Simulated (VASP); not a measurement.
# Si4W2Cl in VASP: further runs

Runs on Si4W2Cl. Level: PBE. Tasks: relaxation of the atoms.

Program: VASP 6.6.1. These are calculated values, not measurements. Logs are shortened: lines on timing, memory, paths and dates and some standing lists are left out, and cuts for length are marked.

### 1 The cell of the first run

The cell holds a slab with vacuum, 7 atoms: a = 3.229 Å, b = 3.229 Å, c = 21.937 Å, α = 90.00°, β = 90.00°, γ = 90.00°.

### 2 Relaxation of the atoms, PBE

INCAR

```
ALGO     = Normal         # electronic algorithm
DIPOL    = 0.5 0.5 0.364
EDIFF    = 1E-7           # SCF threshold, eV
EDIFFG   = -0.025         # ionic threshold
ENCUT    = 450            # plane-wave cutoff, eV
GGA      = PE             # functional
GGA_COMPAT= F            
IBRION   = 2              # ionic algorithm
IDIPOL   = 3            
ISIF     = 2              # what is computed and relaxed
ISMEAR   = 0              # smearing method
LASPH    = T              # aspherical terms in the spheres
LCHARG   = F              # write CHGCAR
LDIPOL   = T            
LREAL    = F              # projectors in reciprocal space
LWAVE    = F              # write WAVECAR
NELM     = 120            # most SCF steps
NELMDL   = -8           
NELMIN   = 4            
NSW      = 36             # ionic steps
PREC     = Accurate       # precision mode
SIGMA    = 0.1            # smearing width, eV
```

KPOINTS

```
k-points
0
Gamma
  8 8 1
```

POSCAR

```
Si4W2Cl
1.0
    3.2290359795      0.0000000000      0.0000000000
    0.0000000000      3.2290359795      0.0000000000
    0.0000000000      0.0000000000     21.9368337387
Si W Cl
4 2 1
Selective dynamics
Direct
    0.0000000000      0.0000000000      0.1823417202  F F F
    0.0000000000      0.0000000000      0.3010024140  F F F
    0.5000000000      0.5000000000      0.3590131320  F F F
    0.5000000000      0.5000000000      0.4757675544  F F F
    0.5000000000      0.5000000000      0.2416720671  F F F
    0.0000000000      0.0000000000      0.4178417948  F F F
    0.5000000000      0.5000000000      0.5733203747  F F T
```

Potentials or basis: VASP PAW PBE potentials, release 64 (Si, W_sv, Cl).

Started as:

```console
> cat potpaw_PBE.64/Si/POTCAR potpaw_PBE.64/W_sv/POTCAR potpaw_PBE.64/Cl/POTCAR > POTCAR
> mpirun -np 1 vasp_std > vasp.out
```

OUTCAR:

```text
EDIFF = 1E-7
   EDIFFG = -0.025
   ENCUT = 450
   GGA = PE
   IBRION = 2
   ISIF = 2
   ISMEAR = 0
   LASPH = T
   LREAL = F
   NELM = 120
   NELMDL = -8
   NELMIN = 4
   NSW = 36
   PREC = Accurate

 ion  position               nearest neighbor table
   1  0.000  0.000  0.182-   2 2.60   5 2.63   5 2.63   5 2.63   5 2.63
   2  0.000  0.000  0.301-   6 2.56   1 2.60   3 2.61   3 2.61   3 2.61   3 2.61   5 2.63   5 2.63
                             5 2.63   5 2.63
   3  0.500  0.500  0.359-   4 2.56   5 2.57   2 2.61   2 2.61   2 2.61   2 2.61   6 2.62   6 2.62
                             6 2.62   6 2.62
   4  0.500  0.500  0.476-   7 2.14   3 2.56   6 2.61   6 2.61   6 2.61   6 2.61
   5  0.500  0.500  0.242-   3 2.57   1 2.63   1 2.63   1 2.63   1 2.63   2 2.63   2 2.63   2 2.63
                             2 2.63
   6  0.000  0.000  0.418-   2 2.56   4 2.61   4 2.61   4 2.61   4 2.61   3 2.62   3 2.62   3 2.62
                             3 2.62
   7  0.500  0.500  0.573-   4 2.14

  LATTYP: Found a simple tetragonal cell.
 ALAT       =     3.2290359795
 C/A-ratio  =     6.7936170046

  Lattice vectors:

 A1 = (   3.2290359795,   0.0000000000,   0.0000000000)
 A2 = (   0.0000000000,   3.2290359795,   0.0000000000)
 A3 = (   0.0000000000,   0.0000000000,  21.9368337387)

Analysis of symmetry for initial positions (statically):
=====================================================================
 Subroutine PRICEL returns:
 Original cell was already a primitive cell.

 Routine SETGRP: Setting up the symmetry group for a
 simple tetragonal supercell.

 Subroutine GETGRP returns: Found  8 space group operations
 (whereof  8 operations were pure point group operations)
 out of a pool of 16 trial point group operations.

The static configuration has the point symmetry C_4v.

Analysis of symmetry for dynamics (positions and initial velocities):
=====================================================================
 Subroutine PRICEL returns:
 Original cell was already a primitive cell.

 Routine SETGRP: Setting up the symmetry group for a
 simple tetragonal supercell.

 Subroutine GETGRP returns: Found  8 space group operations
 (whereof  8 operations were pure point group operations)
 out of a pool of 16 trial point group operations.

The dynamic configuration has the point symmetry C_4v.

Analysis of constrained symmetry for selective dynamics:
=====================================================================
 Subroutine PRICEL returns:
 Original cell was already a primitive cell.

 Routine SETGRP: Setting up the symmetry group for a
 simple tetragonal supercell.

 Subroutine GETGRP returns: Found  8 space group operations
 (whereof  8 operations were pure point group operations)
 out of a pool of 16 trial point group operations.

The constrained configuration has the point symmetry C_4v.

 Subroutine INISYM returns: Found  8 space group operations
 (whereof  8 operations are pure point group operations),
 and found     1 'primitive' translations

----------------------------------------------------------------------------------------

                                     Primitive cell

  volume of cell :     228.7282

  direct lattice vectors                    reciprocal lattice vectors
     3.229035979  0.000000000  0.000000000     0.309689953  0.000000000  0.000000000
     0.000000000  3.229035979  0.000000000     0.000000000  0.309689953  0.000000000
     0.000000000  0.000000000 21.936833739     0.000000000  0.000000000  0.045585430

  length of vectors
     3.229035979  3.229035979 21.936833739     0.309689953  0.309689953  0.045585430

  position of ions in fractional coordinates (direct lattice)
     0.000000000  0.000000000  0.182341720
     0.000000000  0.000000000  0.301002414
     0.500000000  0.500000000  0.359013132
     0.500000000  0.500000000  0.475767554
     0.500000000  0.500000000  0.241672067
     0.000000000  0.000000000  0.417841795
     0.500000000  0.500000000  0.573320375

  ion indices of the primitive-cell ions
   primitive index   ion index
                 1           1
                 2           2
                 3           3
                 4           4
                 5           5
                 6           6
                 7           7

----------------------------------------------------------------------------------------

 KPOINTS: k-points

Automatic generation of k-mesh.
 Grid dimensions read from file:
 generate k-points for:    8    8    1

 Generating k-lattice:

  Cartesian coordinates                     Fractional coordinates (reciprocal lattice)
     0.038711244  0.000000000  0.000000000     0.125000000  0.000000000  0.000000000
     0.000000000  0.038711244  0.000000000     0.000000000  0.125000000  0.000000000
     0.000000000  0.000000000  0.045585430     0.000000000  0.000000000  1.000000000

  Length of vectors
     0.038711244  0.038711244  0.045585430

  Shift w.r.t. Gamma in fractional coordinates (k-lattice)
     0.000000000  0.000000000  0.000000000

 Subroutine IBZKPT returns following result:
 ===========================================

 Found     15 irreducible k-points:

 Following reciprocal coordinates:
            Coordinates               Weight
  0.000000  0.000000  0.000000      1.000000
  0.125000  0.000000  0.000000      4.000000
  0.250000  0.000000  0.000000      4.000000
  0.375000  0.000000  0.000000      4.000000
  0.500000  0.000000  0.000000      2.000000
  0.125000  0.125000  0.000000      4.000000
  0.250000  0.125000  0.000000      8.000000
  0.375000  0.125000  0.000000      8.000000
  0.500000  0.125000  0.000000      4.000000
  0.250000  0.250000  0.000000      4.000000
  0.375000  0.250000  0.000000      8.000000
  0.500000  0.250000  0.000000      4.000000
  0.375000  0.375000  0.000000      4.000000
  0.500000  0.375000  0.000000      4.000000
  0.500000  0.500000  0.000000      1.000000
   k-points           NKPTS =     15   k-points in BZ     NKDIM =     15   number of bands    NBANDS=     30
   number of dos      NEDOS =    301   number of ions     NIONS =      7
   total plane-waves  NPLWV =  92160
   dimension x,y,z NGX =    24 NGY =   24 NGZ =  160
   dimension x,y,z NGXF=    48 NGYF=   48 NGZF=  320
   ions per type =               4   2   1
   NGX,Y,Z   is equivalent  to a cutoff of  12.36, 12.36, 12.13 a.u.
   NGXF,Y,Z  is equivalent  to a cutoff of  24.71, 24.71, 24.25 a.u.
 SYSTEM =  unknown system
   PREC   = accura    normal or accurate (medium, high low for compatibility)
   ISTART =      0    job   : 0-new  1-cont  2-samecut
   ICHARG =      2    charge: 1-file 2-atom 10-const
   ISPIN  =      1    spin polarized calculation?
   LNONCOLLINEAR =      F non collinear calculations
   LSORBIT =      F    spin-orbit coupling
   LASPH  =      T    aspherical Exc in radial PAW
   ENCUT  =  450.0 eV  33.07 Ry    5.75 a.u.   5.59  5.59 37.94*2*pi/ulx,y,z
   NELM   =    120;   NELMIN=  4; NELMDL= -8     # of ELM steps
   EDIFF  = 0.1E-06   stopping-criterion for ELM
   LREAL  =      F    real-space projection
   EDIFFG = -.3E-01   stopping-criterion for IOM
   NSW    =     36    number of steps for IOM
   IBRION =      2    ionic relax: 0-MD 1-quasi-New 2-CG
   NFREE  =      1    steps in history (QN), initial steepest desc. (CG)
   ISIF   =      2    stress and relaxation
   ISYM   =      2    0-nonsym 1-usesym 2-fastsym
   POTIM  = 0.5000    time-step for ionic-motion
   TEBEG  =    0.0;   TEEND  =   0.0 temperature during run
   PSTRESS=    0.0 pullay stress
   NELECT =      51.0000    total number of electrons
   NUPDOWN=      -1.0000    fix difference up-down
   EMIN   =  10.00;   EMAX   =-10.00  energy-range for DOS
   EFERMI =   0.00;   METHOD = LEGACY
   ISMEAR =     0;   SIGMA  =   0.10  broadening in eV -4-tet -1-fermi 0-gaus
   EFERMI_NEDOS =   21; number of points for ismear=-14 and -15
   IALGO  =     38    algorithm
   IMIX   =      4    mixing-type and parameters
     AMIX     =   0.40;   BMIX     =  1.00
     AMIX_MAG =   1.60;   BMIX_MAG =  1.00
  volume/ion in A,a.u.               =      32.68       220.50
  Fermi-wavevector in a.u.,A,eV,Ry     =   0.992716  1.875961 13.408336  0.985485
  Thomas-Fermi vector in A             =   2.124547
   LORBIT       =      0    0 simple, 1 ext, 2 COOP (PROOUT), +10 PAW based schemes
   GGA     = PE    functional components
   LHFCALC =     F    Hartree Fock is set to
   AEXX    =    0.0000 exact exchange contribution
   IVDW    =     0    specifies the selected vdW correction
   LEPSILON=     F    determine dielectric tensor
   LRPA    =     F    only Hartree local field effects (RPA)
 conjugate gradient relaxation of ions
 non-spin polarized calculation
 Gauss-broadening in eV      SIGMA  =   0.10
  energy-cutoff  :      450.00
  volume of cell :      228.73
 maximum number of plane-waves:      4986
 NGX is ok and might be reduce to    24
   NGX = 11   NGY = 11   NGZ = 75

 dipolmoment           0.000000      0.000000     -0.063170 electrons x Angstroem

--------------------------------------- Ionic step        1  -------------------------------------------

 number of electron      50.9999997 magnetization

 Free energy of the ion-electron system (eV)
  ---------------------------------------------------
  ext. energy  EPLUGINS =         0.00000000
  ---------------------------------------------------
  free energy    TOTEN  =       -50.17648258 eV

  energy without entropy =      -50.14806522  energy(sigma->0) =      -50.16227390

------------------------ aborting loop because EDIFF is reached ----------------------------------------

  FORCE on cell =-STRESS in cart. coord.  units (eV):
  Direction    XX          YY          ZZ          XY          YZ          ZX
  --------------------------------------------------------------------------------------
  -------------------------------------------------------------------------------------
  Total       -0.3296810     -0.3296810     -2.5315363      0.0000000      0.0000000      0.0000000
  in kB       -2.3093236     -2.3093236    -17.7327067      0.0000000      0.0000000      0.0000000
  external PRESSURE =      -7.4504513 kB  Pullay stress =       0.0000000 kB
[... 67 lines left out ...]
  energy  without entropy=      -50.1997511690  energy(sigma->0) =      -50.21365798

--------------------------------------- Ionic step        3  -------------------------------------------

 number of electron      50.9999998 magnetization

 dipolmoment           0.000000      0.000000      0.055384 electrons x Angstroem

 Free energy of the ion-electron system (eV)
  ---------------------------------------------------
  ext. energy  EPLUGINS =         0.00000000
  ---------------------------------------------------
  free energy    TOTEN  =       -50.23267130 eV

  energy without entropy =      -50.20512627  energy(sigma->0) =      -50.21889879

 E-fermi :   1.8419     XC(G=0):  -6.1338

 val. band max:        1.8414641447   @ k =   0.2500   0.1250   0.0000
 cond. band min:       1.8426717623   @ k =   0.3750   0.0000   0.0000
 fundamental gap:      0.0012076176
 Fermi energy:         1.8418573792

 k-point     1 :       0.0000    0.0000    0.0000
  band No.  band energies     occupation
      1     -71.9696      2.00000
      2     -71.9273      2.00000
      3     -36.2102      2.00000
      4     -36.2003      2.00000
      5     -36.2003      2.00000
      6     -36.1869      2.00000
[... 484 lines left out ...]
     29       4.8396      0.00000
     30       4.9305      0.00000

------------------------ aborting loop because EDIFF is reached ----------------------------------------

 vacuum level on the upper side and lower side of the slab       (xc-potential included)         0.455        -0.478

  FORCE on cell =-STRESS in cart. coord.  units (eV):
  Direction    XX          YY          ZZ          XY          YZ          ZX
  --------------------------------------------------------------------------------------
  -------------------------------------------------------------------------------------
  Total       -0.4167465     -0.4167465      0.2230489      0.0000000     -0.0000000      0.0000000
  in kB       -2.9191934     -2.9191934      1.5623951      0.0000000     -0.0000000      0.0000000
  external PRESSURE =      -1.4253306 kB  Pullay stress =       0.0000000 kB

 VOLUME and BASIS-vectors are now :
 -----------------------------------------------------------------------------
  energy-cutoff  :      450.00
  volume of cell :      228.73
      direct lattice vectors                 reciprocal lattice vectors
     3.229035979  0.000000000  0.000000000     0.309689953  0.000000000  0.000000000
     0.000000000  3.229035979  0.000000000     0.000000000  0.309689953  0.000000000
     0.000000000  0.000000000 21.936833739     0.000000000  0.000000000  0.045585430
[... 13 lines left out ...]
  FREE ENERGIE OF THE ION-ELECTRON SYSTEM (eV)
  ---------------------------------------------------
  free  energy   TOTEN  =       -50.2326713013 eV

  energy  without entropy=      -50.2051262741  energy(sigma->0) =      -50.21889879

 reached required accuracy - stopping structural energy minimisation

 vacuum level on the upper side and lower side of the slab         7.179         6.220
```

Run time: 6.1 min. Hardware: 1 thread of AMD EPYC 7R43 (Zen 3), shared host; peak memory 0.3 GiB.

Results:

* Free energy: -50.2327 eV
* Energy gained by relaxing: 8.0 meV/atom
* Ionic steps: 3
* Band gap on the k mesh: zero (an odd number of electrons rules out a gap without spin polarisation)

Step by step:
| step | energy change (eV) | largest force on free atoms (eV/Å) | pressure (GPa) |
| --- | --- | --- | --- |
| 1 | 0.0000 | 1.2472 | -0.75 |
| 2 | -0.0511 | 0.4106 | -0.34 |
| 3 | -0.0562 | 0.0030 | -0.14 |

Final structure:
```xyz
7
Lattice="3.2290 0.0000 0.0000 0.0000 3.2290 0.0000 0.0000 0.0000 21.9368" Properties=species:S:1:pos:R:3 pbc="T T T"
Si    0.0000    0.0000    4.0000
Si    0.0000    0.0000    6.6030
Si    1.6145    1.6145    7.8756
Si    1.6145    1.6145   10.4368
W     1.6145    1.6145    5.3015
W     0.0000    0.0000    9.1661
Cl    1.6145    1.6145   12.4921
```

Caveat: spin-orbit coupling is left out, which moves the levels of the heavy elements; an odd number of electrons without spin polarisation forces a metal; a magnetic or distorted state may lie lower.

(Part 1 of 2 ends here.)
